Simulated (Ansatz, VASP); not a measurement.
# Two plane-wave programs on Ti

```
Ti
1.0
     4.60000    0.00000    0.00000
    -2.30000    3.98372    0.00000
     0.00000    0.00000    2.82000
Ti
3
Direct
  0.00000 0.00000 0.00000
  0.33333 0.66667 0.50000
  0.66667 0.33333 0.50000
```

Alike in both runs: task single point; functional PBEsol; k mesh 8 × 8 × 12; no spin polarisation.

|  | VASP | Ansatz |
| --- | --- | --- |
| version | VASP 6.6.1 | Ansatz 0.2.0 |
| potentials or method | VASP PAW PBE potentials, release 64 (Ti_sv) | plane waves, PAW |
| plane-wave cutoff (eV) | 520 | 420 |
| occupations | fermi-dirac, width 0.1 eV | fermi-dirac |
| valence electrons in the cell | 36 | 36 |

|  | VASP | Ansatz | Ansatz less VASP |
| --- | --- | --- | --- |
| gap on the k mesh at the Fermi level (eV) | none | none | - |
| pressure (GPa) | -5.0 | -4.8 | +0.21 |
| traceless stress, the component that is largest in VASP (GPa) | 1.12 | 1.12 | -0.003 |

VASP's potentials were made for PBE, not for PBEsol. A gap of «none» marks a metal or a gap that the smearing closes.
